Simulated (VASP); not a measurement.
# Rh (Fm-3m) in VASP: single point with PBE

Aim: the single point of Rh with PBE.

Everything below comes from runs of VASP 6.6.1. Logs are shortened: lines on timing, memory, paths and dates and some standing lists are left out, and cuts for length are marked.

## Step 1: The cell of the first run

The structure is cubic, space group Fm-3m (No. 225). The conventional cell has a = 3.831 Å, b = 3.831 Å, c = 3.831 Å, α = 90.00°, β = 90.00°, γ = 90.00°. Rh (site symmetry m-3m) has 12 Rh at 2.71 Å within 3.6 Å.

## Step 2: Single point, PBE, non-collinear spin, zero start, spin-orbit coupling

Input file INCAR:

```
ALGO = Normal
EDIFF = 1E-7
ENCUT = 520
GGA = PE
GGA_COMPAT = F
ISIF = 2
ISMEAR = -1
LASPH = T
LCHARG = T
LMAXMIX = 4
LNONCOLLINEAR = T
LORBIT = 11
LORBMOM = T
LREAL = F
LSORBIT = T
LVHAR = T
LWAVE = F
MAGMOM = 0 0 0
NBANDS = 26
NELM = 150
PREC = Accurate
SIGMA = 0.05
```

Input file KPOINTS:

```
k-points
0
Gamma
  18 18 18
```

Input file POSCAR:

```
Rh
1.0
    0.0000000000      1.9155708455      1.9155708455
    1.9155708455      0.0000000000      1.9155708455
    1.9155708455      1.9155708455      0.0000000000
Rh
1
Direct
    0.0000000000      0.0000000000      0.0000000000
```

Potentials or basis: VASP PAW PBE potentials, release 64 (Rh_pv).

Launch:

```sh
$ cat potpaw_PBE.64/Rh_pv/POTCAR > POTCAR
$ mpirun -np 1 vasp_ncl > vasp.out
```

OUTCAR:

```text
EDIFF = 1E-7
   ENCUT = 520
   GGA = PE
   ISIF = 2
   ISMEAR = -1
   LASPH = T
   LNONCOLLINEAR = T
   LORBIT = 11
   LREAL = F
   LSORBIT = T
   NELM = 150
   PREC = Accurate

 ion  position               nearest neighbor table
   1  0.000  0.000  0.000-

  LATTYP: Found a face centered cubic cell.
 ALAT       =     3.8311416910

  Lattice vectors:

 A1 = (   0.0000000000,   1.9155708455,   1.9155708455)
 A2 = (   1.9155708455,   0.0000000000,   1.9155708455)
 A3 = (   1.9155708455,   1.9155708455,   0.0000000000)

Analysis of symmetry for initial positions (statically):
=====================================================================
 Subroutine PRICEL returns:
 Original cell was already a primitive cell.

 Routine SETGRP: Setting up the symmetry group for a
 face centered cubic supercell.

 Subroutine GETGRP returns: Found 48 space group operations
 (whereof 48 operations were pure point group operations)
 out of a pool of 48 trial point group operations.

The static configuration has the point symmetry O_h .

Analysis of symmetry for dynamics (positions and initial velocities):
=====================================================================
 Subroutine PRICEL returns:
 Original cell was already a primitive cell.

 Routine SETGRP: Setting up the symmetry group for a
 face centered cubic supercell.

 Subroutine GETGRP returns: Found 48 space group operations
 (whereof 48 operations were pure point group operations)
 out of a pool of 48 trial point group operations.

The dynamic configuration has the point symmetry O_h .

Analysis of structural, dynamic, and magnetic symmetry:
=====================================================================
 Subroutine PRICEL returns:
 Original cell was already a primitive cell.

 Routine SETGRP: Setting up the symmetry group for a
 face centered cubic supercell.

 Subroutine GETGRP returns: Found 48 space group operations
 (whereof 48 operations were pure point group operations)
 out of a pool of 48 trial point group operations.

The overall configuration has the point symmetry O_h .

 Subroutine INISYM returns: Found 48 space group operations
 (whereof 48 operations are pure point group operations),
 and found     1 'primitive' translations

----------------------------------------------------------------------------------------

                                     Primitive cell

  volume of cell :      14.0580

  direct lattice vectors                    reciprocal lattice vectors
     0.000000000  1.915570846  1.915570846    -0.261018798  0.261018798  0.261018798
     1.915570846  0.000000000  1.915570846     0.261018798 -0.261018798  0.261018798
     1.915570846  1.915570846  0.000000000     0.261018798  0.261018798 -0.261018798

  length of vectors
     2.709026269  2.709026269  2.709026269     0.452097820  0.452097820  0.452097820

  position of ions in fractional coordinates (direct lattice)
     0.000000000  0.000000000  0.000000000

  ion indices of the primitive-cell ions
   primitive index   ion index
                 1           1

----------------------------------------------------------------------------------------

 KPOINTS: k-points

Automatic generation of k-mesh.
 Grid dimensions read from file:
 generate k-points for:   18   18   18

 Generating k-lattice:

  Cartesian coordinates                     Fractional coordinates (reciprocal lattice)
    -0.014501044  0.014501044  0.014501044     0.055555556  0.000000000  0.000000000
     0.014501044 -0.014501044  0.014501044     0.000000000  0.055555556  0.000000000
     0.014501044  0.014501044 -0.014501044     0.000000000  0.000000000  0.055555556

  Length of vectors
     0.025116546  0.025116546  0.025116546

[... 45 lines left out ...]
   ISTART =      0    job   : 0-new  1-cont  2-samecut
   ICHARG =      2    charge: 1-file 2-atom 10-const
   ISPIN  =      1    spin polarized calculation?
   LNONCOLLINEAR =      T non collinear calculations
   LSORBIT =      T    spin-orbit coupling
   LASPH  =      T    aspherical Exc in radial PAW
   ENCUT  =  520.0 eV  38.22 Ry    6.18 a.u.   5.04  5.04  5.04*2*pi/ulx,y,z
   NELM   =    150;   NELMIN=  2; NELMDL= -5     # of ELM steps
   EDIFF  = 0.1E-06   stopping-criterion for ELM
   LREAL  =      F    real-space projection
   EDIFFG = 0.1E-05   stopping-criterion for IOM
   NSW    =      0    number of steps for IOM
   IBRION =     -1    ionic relax: 0-MD 1-quasi-New 2-CG
   NFREE  =      0    steps in history (QN), initial steepest desc. (CG)
   ISIF   =      2    stress and relaxation
   ISYM   =      2    0-nonsym 1-usesym 2-fastsym
   POTIM  = 0.5000    time-step for ionic-motion
   TEBEG  =    0.0;   TEEND  =   0.0 temperature during run
   PSTRESS=    0.0 pullay stress
   NELECT =      15.0000    total number of electrons
   NUPDOWN=      -1.0000    fix difference up-down
   EMIN   =  10.00;   EMAX   =-10.00  energy-range for DOS
   EFERMI =   0.00;   METHOD = LEGACY
   ISMEAR =    -1;   SIGMA  =   0.05  broadening in eV -4-tet -1-fermi 0-gaus
   EFERMI_NEDOS =   21; number of points for ismear=-14 and -15
   IALGO  =     38    algorithm
   IMIX   =      4    mixing-type and parameters
     AMIX     =   0.40;   BMIX     =  1.00
     AMIX_MAG =   1.60;   BMIX_MAG =  1.00
  volume/ion in A,a.u.               =      14.06        94.87
  Fermi-wavevector in a.u.,A,eV,Ry     =   1.672876  3.161277 38.076087  2.798513
  Thomas-Fermi vector in A             =   2.757946
   LORBIT       =     11    0 simple, 1 ext, 2 COOP (PROOUT), +10 PAW based schemes
   GGA     = PE    functional components
   LHFCALC =     F    Hartree Fock is set to
   AEXX    =    0.0000 exact exchange contribution
   IVDW    =     0    specifies the selected vdW correction
   LEPSILON=     F    determine dielectric tensor
   LRPA    =     F    only Hartree local field effects (RPA)
  energy-cutoff  :      520.00
  volume of cell :       14.06
 maximum number of plane-waves:       776
   NGX =  9   NGY =  9   NGZ =  9

 number of electron      15.0000000 magnetization       0.0000000      0.0000000      0.0000000

 number of electron      15.0000003 magnetization      -0.0000000      0.0000000     -0.0000000

 number of electron      15.0000003 magnetization       0.0000000     -0.0000000      0.0000000

 Free energy of the ion-electron system (eV)
  ---------------------------------------------------
  ext. energy  EPLUGINS =         0.00000000
  ---------------------------------------------------
  free energy    TOTEN  =        -7.41996413 eV

  energy without entropy =       -7.40864148  energy(sigma->0) =       -7.41430280

 E-fermi :  11.5087     XC(G=0): -13.8887

 val. band max:       11.5056923702   @ k =  -0.2778   0.3333   0.1111
 cond. band min:      11.5142371468   @ k =   0.4444   0.3889   0.0000
 fundamental gap:      0.0085447766
 Fermi energy:        11.5086579869

 k-point     1 :       0.0000    0.0000    0.0000
  band No.  band energies     occupation
      1     -37.4306      1.00000
      2     -37.4306      1.00000
      3     -33.5812      1.00000
      4     -33.5812      1.00000
      5     -33.5812      1.00000
      6     -33.5812      1.00000
[... 685 lines left out ...]
     25      34.1341      0.00000
     26      34.1341      0.00000

 [... further k-points ...]

------------------------ aborting loop because EDIFF is reached ----------------------------------------

  FORCE on cell =-STRESS in cart. coord.  units (eV):
  Direction    XX          YY          ZZ          XY          YZ          ZX
  --------------------------------------------------------------------------------------
  -------------------------------------------------------------------------------------
  Total        0.0138900      0.0138900      0.0138900      0.0000000      0.0000000     -0.0000000
  in kB        1.5830296      1.5830296      1.5830296      0.0000000      0.0000000     -0.0000000
  external PRESSURE =       1.5830296 kB  Pullay stress =       0.0000000 kB

 VOLUME and BASIS-vectors are now :
 -----------------------------------------------------------------------------
  energy-cutoff  :      520.00
  volume of cell :       14.06
      direct lattice vectors                 reciprocal lattice vectors
     0.000000000  1.915570846  1.915570846    -0.261018798  0.261018798  0.261018798
     1.915570846  0.000000000  1.915570846     0.261018798 -0.261018798  0.261018798
     1.915570846  1.915570846  0.000000000     0.261018798  0.261018798 -0.261018798

 POSITION                                       TOTAL-FORCE (eV/Angst)
 -----------------------------------------------------------------------------------
      0.00000      0.00000      0.00000         0.000000     -0.000000     -0.000000
 -----------------------------------------------------------------------------------
    total drift:                               -0.000000     -0.000000     -0.000000

  FREE ENERGIE OF THE ION-ELECTRON SYSTEM (eV)
  ---------------------------------------------------
  free  energy   TOTEN  =        -7.4199641257 eV

  energy  without entropy=       -7.4086414830  energy(sigma->0) =       -7.41430280

 orbital moment (x)

 # of ion     p       d       tot
 ----------------------------------------
  1         0.000  -0.000  -0.000
 ----------------------------------------
            0.000  -0.000  -0.000

 orbital moment (y)

 # of ion     p       d       tot
 ----------------------------------------
  1         0.000   0.000   0.000
 ----------------------------------------
            0.000   0.000   0.000

 orbital moment (z)

 # of ion     p       d       tot
 ----------------------------------------
  1         0.000  -0.000  -0.000
 ----------------------------------------
            0.000  -0.000  -0.000

 Spin-Orbit-Coupling matrix elements

 Ion:    1  E_soc:     -0.3107779
 l=   1
     0.0000000    -0.0412957    -0.0412957
    -0.0412957     0.0000000    -0.0412957
    -0.0412957    -0.0412957     0.0000000
 l=   2
     0.0000000    -0.0018345     0.0000000    -0.0018345    -0.0086661
    -0.0018345     0.0000000    -0.0064996    -0.0018345    -0.0021665
     0.0000000    -0.0064996     0.0000000    -0.0064996     0.0000000
    -0.0018345    -0.0018345    -0.0064996     0.0000000    -0.0021665
    -0.0086661    -0.0021665     0.0000000    -0.0021665     0.0000000
 l=   3
     0.0000000     0.0000000     0.0000000     0.0000000     0.0000000     0.0000000     0.0000000
     0.0000000     0.0000000     0.0000000     0.0000000     0.0000000     0.0000000     0.0000000
     0.0000000     0.0000000     0.0000000     0.0000000     0.0000000     0.0000000     0.0000000
     0.0000000     0.0000000     0.0000000     0.0000000     0.0000000     0.0000000     0.0000000
     0.0000000     0.0000000     0.0000000     0.0000000     0.0000000     0.0000000     0.0000000
     0.0000000     0.0000000     0.0000000     0.0000000     0.0000000     0.0000000     0.0000000
     0.0000000     0.0000000     0.0000000     0.0000000     0.0000000     0.0000000     0.0000000

 total charge

# of ion       s       p       d       tot
------------------------------------------
    1        0.404   6.290   7.057  13.750

 magnetization (x)

# of ion       s       p       d       tot
------------------------------------------
    1       -0.000   0.000   0.000  -0.000

 magnetization (y)

# of ion       s       p       d       tot
------------------------------------------
    1        0.000  -0.000   0.000   0.000

 magnetization (z)

# of ion       s       p       d       tot
------------------------------------------
    1        0.000  -0.000   0.000   0.000
```

It took 55 s on 1 thread of AMD EPYC 9R45 (Zen 5), shared host; peak memory 0.2 GiB.

Results:

```
Free energy                                           : -7.4200 eV
Pressure                                              : 0.2 GPa
Net moment                                            : 0.00 μB per cell
Valence electrons inside the program's atomic spheres : Rh 13.75
```

Moments on the atoms (μB; x, y, z):
```
Rh  0.00 0.00 0.00
```
